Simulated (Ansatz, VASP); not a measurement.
Two plane-wave programs on Si3F2

```
CELL_PARAMETERS angstrom
0.00000 3.85035 5.84735
2.23599 0.00000 5.84735
2.23599 3.85035 0.00000
ATOMIC_POSITIONS crystal
Si 0.00000 0.00000 0.00000
Si 0.33331 0.66669 0.33331
Si 0.66669 0.33331 0.66669
F 0.85478 0.85478 0.14522
F 0.14522 0.14522 0.85478
```

Alike in both runs: functional PBE; k mesh 10 × 10 × 10; occupations gaussian, width 0.1 eV; no spin polarisation.

Ansatz relaxed the structure, and its values are those at the end. VASP's run is a single point on that final structure, the one shown.

|  | VASP | Ansatz |
| --- | --- | --- |
| version | VASP 6.6.1 | Ansatz 0.2.0 |
| potentials or method | VASP PAW PBE potentials, release 64 (Si, F), cutoff 520 eV | scalar-relativistic, plane waves, PAW |
| valence electrons in the cell | 26 | 26 |

```csv
,VASP,Ansatz,Ansatz less VASP
gap on the k mesh at the Fermi level (eV),none,none,-
pressure (GPa),0.1,0.0,-0.10
rms of the force components (eV/Å),0.056,0.000,-0.0561
```

A gap of «none» marks a metal or a gap that the smearing closes.
